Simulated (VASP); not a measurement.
CdS, 4 atoms in the cell. Symmetry: P6_3mc, No. 186, hexagonal system. The conventional cell has a = 4.169 Å, b = 4.169 Å, c = 6.780 Å, α = 90.00°, β = 90.00°, γ = 120.00°. Cd (site symmetry 3m) has 4 S at 2.55 Å within 3.4 Å. S (site symmetry 3m) has 4 Cd at 2.55 Å within 3.4 Å. 

```yaml
Program: VASP 6.6.1
Task: vibrations by perturbation theory
Functional: LDA
Potentials_or_basis: VASP PAW LDA potentials, release 64 (Cd_sv_GW, S)
Cutoff: 630 eV
k_mesh: 6 × 6 × 4
Occupations: gaussian, width 0.01 eV
Spin: no spin polarisation
Dipole_correction: no
Further_INCAR_settings: ALGO = Normal; EDIFF = 1e-08; IBRION = 8; NSW = 1
```

Potentials or basis: VASP PAW LDA potentials, release 64 (Cd_sv_GW, S).

The run is started by

```sh
$ cat potpaw_LDA.64/Cd_sv_GW/POTCAR potpaw_LDA.64/S/POTCAR > POTCAR
$ mpirun -np 1 vasp_std > vasp.out
```

Hardware: 1 thread of Intel(R) Xeon(R) Platinum 8488C (Sapphire Rapids), on a shared host.

Q: How long does it take, and how much memory?

A: Wall time 63 min on 1 thread of Intel(R) Xeon(R) Platinum 8488C (Sapphire Rapids), with other jobs on the host, peak memory 0.86 GiB. Counts: scf iterations 268, k points 21.
